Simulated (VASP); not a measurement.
# SiGe3 (P-4m2) in VASP: a series of runs, part 2 of 2

VASP 6.6.1.

## (4) Relaxation of cell and atoms, PBE

The input, INCAR:

```
SYSTEM = SiGe3
PREC     = Accurate       ! precision mode
ENCUT    = 600            ! plane-wave cutoff, eV
EDIFF    = 1E-6           ! SCF threshold, eV
ISMEAR   = 0              ! smearing method
SIGMA    = 0.1            ! smearing width, eV
LREAL    = .FALSE.        ! projectors in reciprocal space
LASPH    = .TRUE.         ! aspherical terms in the spheres
NELM     = 60             ! most SCF steps
ALGO     = Normal         ! electronic algorithm
ISIF     = 3              ! what is computed and relaxed
LWAVE    = .FALSE.        ! write WAVECAR
LCHARG   = .FALSE.        ! write CHGCAR
GGA      = PE             ! functional
IBRION   = 2              ! ionic algorithm
NSW      = 90             ! ionic steps
EDIFFG   = -0.04          ! ionic threshold
```

The input, KPOINTS:

```
regular mesh
0
G
  6 6 4
  0 0 0
```

The input, POSCAR:

```
SiGe3
1.0
    3.7242034000      0.0000000000      0.0000000000
    0.0000000000      3.7242034000      0.0000000000
    0.0000000000      0.0000000000      5.2668189500
Si Ge
1 3
Direct
    0.5000000000      0.5000000000      0.5000000000
    0.0000000000      0.0000000000      0.0000000000
    0.5000000000      0.0000000000      0.7500000000
    0.0000000000      0.5000000000      0.2500000000
```

Potentials or basis: VASP PAW PBE potentials, release 64 (Si, Ge_d).

On the command line:

```console
$ cat potpaw_PBE.64/Si/POTCAR potpaw_PBE.64/Ge_d/POTCAR > POTCAR
$ mpirun -np 1 vasp_std > vasp.out
```

OUTCAR:

```text
SYSTEM = SiGe3
   PREC = Accurate
   ENCUT = 600
   EDIFF = 1E-6
   ISMEAR = 0
   LREAL = .FALSE.
   LASPH = .TRUE.
   NELM = 60
   ISIF = 3
   GGA = PE
   IBRION = 2
   NSW = 90
   EDIFFG = -0.04

 ion  position               nearest neighbor table
   1  0.500  0.500  0.500-   3 2.28   4 2.28   3 2.28   4 2.28
   2  0.000  0.000  0.000-   3 2.28   4 2.28   4 2.28   3 2.28
   3  0.500  0.000  0.750-   1 2.28   2 2.28   1 2.28   2 2.28
   4  0.000  0.500  0.250-   1 2.28   2 2.28   2 2.28   1 2.28

  LATTYP: Found a simple tetragonal cell.
 ALAT       =     3.7242034000
 C/A-ratio  =     1.4142135604

  Lattice vectors:

 A1 = (   3.7242034000,   0.0000000000,   0.0000000000)
 A2 = (   0.0000000000,   3.7242034000,   0.0000000000)
[... 173 lines left out ...]

 number of electron      45.9999968 magnetization

 Free energy of the ion-electron system (eV)
  ---------------------------------------------------
  ext. energy  EPLUGINS =         0.00000000
  ---------------------------------------------------
  free energy    TOTEN  =       -17.69540600 eV

  energy without entropy =      -17.69507072  energy(sigma->0) =      -17.69523836

 E-fermi :   7.3291     XC(G=0): -10.6841

 val. band max:        7.2020864605   @ k =   0.0000   0.0000   0.0000
 cond. band min:       7.4593172222   @ k =   0.0000   0.0000   0.2500
 fundamental gap:      0.2572307617
 Fermi energy:         7.3290765033
[... 1714 lines left out ...]
--------------------------------------- Ionic step        8  -------------------------------------------

 number of electron      45.9999955 magnetization

 Free energy of the ion-electron system (eV)
  ---------------------------------------------------
  ext. energy  EPLUGINS =         0.00000000
  ---------------------------------------------------
  free energy    TOTEN  =       -18.88715008 eV

  energy without entropy =      -18.88631184  energy(sigma->0) =      -18.88673096

 E-fermi :   4.8836     XC(G=0):  -9.6273

 val. band max:        4.7932512623   @ k =   0.0000   0.0000   0.0000
 cond. band min:       4.9658483379   @ k =   0.5000   0.0000   0.5000
 fundamental gap:      0.1725970756
 Fermi energy:         4.8836272521
[... 751 lines left out ...]
  FREE ENERGIE OF THE ION-ELECTRON SYSTEM (eV)
  ---------------------------------------------------
  free  energy   TOTEN  =       -18.8871500787 eV

  energy  without entropy=      -18.8863118416  energy(sigma->0) =      -18.88673096

 reached required accuracy - stopping structural energy minimisation
```

CONTCAR:

```text
SiGe3
   1.00000000000000
     4.0207030919520124    0.0000000000000000   -0.0000000000000000
     0.0000000000000000    4.0207030919520124    0.0000000000000000
    -0.0000000000000000    0.0000000000000000    5.6631383706901630
  Si              Ge
     1     3
Direct
     0.5000000000000000    0.5000000000000000    0.5000000000000000
     1.0000000000000000    0.0000000000000000    0.0000000000000000
     0.5000000000000000    0.0000000000000000    0.7433671679398528
     0.0000000000000000    0.5000000000000000    0.2566328320601473

  0.00000000E+00  0.00000000E+00  0.00000000E+00
  0.00000000E+00  0.00000000E+00  0.00000000E+00
  0.00000000E+00  0.00000000E+00  0.00000000E+00
  0.00000000E+00  0.00000000E+00  0.00000000E+00
```

Run time: 2.4 min. Hardware: 1 thread of Intel Xeon 6975P-C (Granite Rapids), shared host; peak memory 0.22 GiB.

What came out:

```
Free energy                           : -18.8872 eV
Relaxed volume                        : 22.89 Å³/atom
Relaxed cell                          : a = 4.021 Å, b = 4.021 Å, c = 5.663 Å, α = 90.00°, β = 90.00°, γ = 90.00°
Space group after relaxing (to 0.1 Å) : P-4m2 (No. 115)
Energy gained by relaxing             : 297.9 meV/atom
Ionic steps                           : 8
Pressure after relaxing               : -0.2 GPa
Largest force after relaxing          : 0.007 eV/Å
Band gap on the k mesh                : 0.17 eV (least direct gap 0.41 eV)
```

Forces on the atoms (eV/Å):
```
Si   0.000  0.000  0.000
Ge   0.000  0.000  0.000
Ge   0.000  0.000  0.007
Ge   0.000  0.000 -0.007
```

The path:
```
step  energy change (eV)  largest force (eV/Å)  pressure (GPa)  volume (Å³)
   1              0.0000                0.8027           25.10        73.05
   2             -0.7582                0.0347           -7.32       107.66
   3             -1.1898                0.1585           -0.16        91.61
   4             -1.1898                0.1663           -0.08        91.21
   5             -1.1891                0.1724            0.31        90.82
   6             -1.1907                0.0724            0.44        90.76
   7             -1.1910                0.0130            0.44        90.72
   8             -1.1917                0.0068           -0.21        91.55
```

Final structure:
```cif
data_structure
_symmetry_space_group_name_H-M 'P 1'
_symmetry_Int_Tables_number 1
_cell_length_a 4.0207
_cell_length_b 4.0207
_cell_length_c 5.6631
_cell_angle_alpha 90.000
_cell_angle_beta 90.000
_cell_angle_gamma 90.000
_cell_volume 91.55
loop_
_atom_site_label
_atom_site_type_symbol
_atom_site_fract_x
_atom_site_fract_y
_atom_site_fract_z
_atom_site_occupancy
Si1 Si 0.50000 0.50000 0.50000 1
Ge1 Ge 0.00000 0.00000 0.00000 1
Ge2 Ge 0.50000 0.00000 0.74337 1
Ge3 Ge 0.00000 0.50000 0.25663 1
```

Caveat: the volume moved by over 15 % at a fixed basis, so the end points are rough. A k mesh can miss the band edges.

## (5) Single point, PBE

This run uses another cell than the first one, of 22.86 Å³/atom.

The input, INCAR:

```
ALGO = Normal
EDIFF = 1E-6
ENCUT = 520
GGA = PE
ISIF = 2
ISMEAR = 0
LASPH = T
LCHARG = T
LELF = T
LREAL = F
LVHAR = T
LWAVE = F
NBANDS = 31
NELM = 80
PREC = Accurate
SIGMA = 0.01
```

The input, KPOINTS:

```
k-points
0
Gamma
  10 10 6
```

The input, POSCAR:

```
SiGe3
1.0
    4.0126314324      0.0000000000      0.0000000000
    0.0000000000      4.0126314324      0.0000000000
    0.0000000000      0.0000000000      5.6797824734
Si Ge
1 3
Direct
    0.5000000000      0.5000000000      0.5000000000
    0.0000000000      0.0000000000      0.0000000000
    0.5000000000      0.0000000000      0.7435439410
    0.0000000000      0.5000000000      0.2564560590
```

Potentials or basis: VASP PAW PBE potentials, release 64 (Si, Ge_d).

On the command line:

```console
$ cat potpaw_PBE.64/Si/POTCAR potpaw_PBE.64/Ge_d/POTCAR > POTCAR
$ mpirun -np 1 vasp_std > vasp.out
```

OUTCAR:

```text
EDIFF = 1E-6
   ENCUT = 520
   GGA = PE
   ISIF = 2
   ISMEAR = 0
   LASPH = T
   LREAL = F
   NELM = 80
   PREC = Accurate

 ion  position               nearest neighbor table
   1  0.500  0.500  0.500-   3 2.44   4 2.44   3 2.44   4 2.44
   2  0.000  0.000  0.000-   3 2.48   4 2.48   4 2.48   3 2.48
   3  0.500  0.000  0.744-   1 2.44   1 2.44   2 2.48   2 2.48
   4  0.000  0.500  0.256-   1 2.44   1 2.44   2 2.48   2 2.48

[... 1015 lines left out ...]

  FORCE on cell =-STRESS in cart. coord.  units (eV):
  Direction    XX          YY          ZZ          XY          YZ          ZX
  --------------------------------------------------------------------------------------
  -------------------------------------------------------------------------------------
  Total       -0.0096329     -0.0096329     -0.0492232      0.0000000      0.0000000      0.0000000
  in kB       -0.1687634     -0.1687634     -0.8623632      0.0000000      0.0000000      0.0000000
  external PRESSURE =      -0.3999633 kB  Pullay stress =       0.0000000 kB

 VOLUME and BASIS-vectors are now :
 -----------------------------------------------------------------------------
  energy-cutoff  :      520.00
  volume of cell :       91.45
      direct lattice vectors                 reciprocal lattice vectors
     4.012631432  0.000000000  0.000000000     0.249213021  0.000000000  0.000000000
     0.000000000  4.012631432  0.000000000     0.000000000  0.249213021  0.000000000
     0.000000000  0.000000000  5.679782473     0.000000000  0.000000000  0.176063081

 POSITION                                       TOTAL-FORCE (eV/Angst)
 -----------------------------------------------------------------------------------
      2.00632      2.00632      2.83989         0.000000      0.000000      0.000000
      0.00000      0.00000      0.00000         0.000000      0.000000      0.000000
      2.00632      0.00000      4.22317         0.000000     -0.000000     -0.004097
      0.00000      2.00632      1.45661         0.000000     -0.000000      0.004097
 -----------------------------------------------------------------------------------
    total drift:                                0.000000      0.000000     -0.000000

  FREE ENERGIE OF THE ION-ELECTRON SYSTEM (eV)
  ---------------------------------------------------
  free  energy   TOTEN  =       -18.9140819555 eV

  energy  without entropy=      -18.9140819555  energy(sigma->0) =      -18.91408196
```

OSZICAR:

```text
N       E                     dE             d eps       ncg     rms          rms(c)
DAV:   1     0.399725429298E+03    0.39973E+03   -0.22741E+04  6029   0.365E+03
DAV:   2     0.510113493073E+02   -0.34871E+03   -0.33409E+03  5208   0.814E+02
DAV:   3    -0.154785298784E+02   -0.66490E+02   -0.65531E+02  6125   0.191E+02
DAV:   4    -0.190198293309E+02   -0.35413E+01   -0.35366E+01  6016   0.507E+01
DAV:   5    -0.190983058700E+02   -0.78477E-01   -0.78471E-01  6084   0.864E+00    0.487E+00
DAV:   6    -0.189734440247E+02    0.12486E+00   -0.69893E-02  6615   0.272E+00    0.289E+00
DAV:   7    -0.189104293417E+02    0.63015E-01   -0.12314E-01  5642   0.280E+00    0.212E-01
DAV:   8    -0.189129040007E+02   -0.24747E-02   -0.13449E-02  6765   0.154E+00    0.124E-01
DAV:   9    -0.189138416998E+02   -0.93770E-03   -0.13798E-03  5782   0.936E-01    0.581E-02
DAV:  10    -0.189140353262E+02   -0.19363E-03   -0.19274E-04  6420   0.400E-01    0.257E-02
DAV:  11    -0.189140775740E+02   -0.42248E-04   -0.73006E-05  7181   0.135E-01    0.698E-03
DAV:  12    -0.189140818213E+02   -0.42473E-05   -0.21289E-05  6673   0.688E-02    0.209E-03
DAV:  13    -0.189140819555E+02   -0.13425E-06   -0.13712E-06  3800   0.309E-02
   1 F= -.18914082E+02 E0= -.18914082E+02  d E =-.587333E-22
```

stdout:

```text
POSCAR found type information on POSCAR SiGe
 POSCAR found :  2 types and       4 ions
 scaLAPACK will be used
 LDA part: xc-table for (Slater+PW92), standard interpolation
 POSCAR, INCAR and KPOINTS ok, starting setup
 FFT: planning ... GRIDC
 FFT: planning ... GRID_SOFT
 FFT: planning ... GRID
 WAVECAR not read
 entering main loop
```

It took 71 s on 1 thread of Intel Xeon 6975P-C (Granite Rapids), shared host; peak memory 0.31 GiB.

What came out:

| Quantity | Value |
| --- | --- |
| Free energy | -18.9141 eV |
| Pressure | 0.0 GPa |
| Largest force | 0.004 eV/Å |
| Band gap on the k mesh | 0.16 eV (least direct gap 0.41 eV) |

Forces in eV/Å, atoms in the order of the input:
```
Si   0.000  0.000  0.000
Ge   0.000  0.000  0.000
Ge   0.000  0.000 -0.004
Ge   0.000  0.000  0.004
```

Levels at points of the mesh, in eV from the valence-band top:
```tsv
k point	band 21	band 22	band 23	band 24	band 25	band 26
(0.00, 0.00, 0.00)	-0.06	0.00	0.00	0.41	0.74	0.91
(0.50, 0.00, 0.00)	-3.63	-1.58	-1.25	1.89	2.20	4.56
(0.50, 0.50, 0.00)	-2.91	-2.91	-2.83	0.53	0.73	0.73
(0.00, 0.00, 0.50)	-2.08	-1.77	-1.77	0.86	1.26	2.76
(0.50, 0.00, 0.50)	-1.34	-1.30	-1.13	0.16	0.61	3.38
(0.50, 0.50, 0.50)	-3.72	-3.71	-3.71	4.15	4.15	4.34
```

A k mesh can miss the band edges.

## (6) Single point, PBE

This run uses another cell than the first one, of 22.86 Å³/atom.

The input, INCAR:

```
SYSTEM = SiGe3
  ALGO = Normal
  EDIFF = 1E-6
  ENCUT = 520
  GGA = PE
  ISIF = 2
  ISMEAR = 0
  LASPH = .TRUE.
  LCHARG = .FALSE.
  LREAL = .FALSE.
  LWAVE = .FALSE.
  NBANDS = 31
  NELM = 60
  PREC = Accurate
  SIGMA = 0.01
```

The input, KPOINTS:

```
k-points
0
G
  10 10 6
  0 0 0
```

POSCAR is that of step 5.

Potentials or basis: VASP PAW PBE potentials, release 64 (Si, Ge_d).

On the command line:

```console
$ cat potpaw_PBE.64/Si/POTCAR potpaw_PBE.64/Ge_d/POTCAR > POTCAR
$ mpirun -np 1 vasp_std > vasp.out
```

It took 69 s on 1 thread of Intel Xeon 6975P-C (Granite Rapids), shared host; peak memory 0.31 GiB.

The run converged. Its results:

```yaml
Free_energy: -18.9141 eV
Pressure: 0.0 GPa
Largest_force: 0.004 eV/Å
Band_gap_on_the_k_mesh: 0.16 eV (least direct gap 0.41 eV)
```

Forces on the atoms (eV/Å):
```
Si   0.000  0.000  0.000
Ge   0.000  0.000  0.000
Ge   0.000  0.000 -0.004
Ge   0.000  0.000  0.004
```

Levels at points of the mesh, in eV from the valence-band top:
```tsv
k point	band 20	band 21	band 22	band 23	band 24	band 25	band 26	band 27
(0.00, 0.00, 0.00)	-2.92	-0.06	0.00	0.00	0.41	0.74	0.91	2.51
(0.50, 0.00, 0.00)	-3.73	-3.63	-1.58	-1.25	1.89	2.20	4.56	4.73
(0.50, 0.50, 0.00)	-2.99	-2.91	-2.91	-2.83	0.53	0.73	0.73	1.22
(0.00, 0.00, 0.50)	-2.08	-2.08	-1.77	-1.77	0.86	1.26	2.76	2.90
(0.50, 0.00, 0.50)	-1.51	-1.34	-1.30	-1.13	0.16	0.61	3.38	3.55
(0.50, 0.50, 0.50)	-3.76	-3.72	-3.71	-3.71	4.15	4.15	4.34	4.45
```

A k mesh can miss the band edges.

## (7) Overview

| task | cell | k mesh | cutoff (eV) | smearing | gap on the mesh (eV) | pressure (GPa) | largest force (eV/Å) |
| --- | --- | --- | --- | --- | --- | --- | --- |
| single point | a = 3.724, b = 3.724, c = 5.267 Å, 4 atoms, atomic positions A | 6 × 6 × 4 | 520 | gaussian 0.1 eV | 0.26 | 25.1 | 0.80 |
| single point | a = 4.016, b = 4.016, c = 5.666 Å, 4 atoms, atomic positions B | 6 × 6 × 4 | 520 | gaussian 0.1 eV | 0.17 | 0.0 | - |
| relaxation of cell and atoms | relaxed from a = 3.724, b = 3.724, c = 5.267 Å, 4 atoms, atomic positions A | 6 × 6 × 4 | 600 | gaussian 0.1 eV | 0.17 | -0.2 | 0.01 |
| single point | a = 4.013, b = 4.013, c = 5.680 Å, 4 atoms, atomic positions B | 10 × 10 × 6 | 520 | gaussian 0.01 eV | 0.16 | 0.0 | - |

Alike in all rows: level PBE; potentials or basis VASP PAW PBE potentials, release 64 (Si, Ge_d); no spin polarisation.

Caveats: the cell stands under pressure (at least some runs); the volume moved by over 15 % at a fixed basis, so the end points are rough (at least some runs).

Total energies depend on the potentials used, so only differences within one code and one set of settings carry meaning.
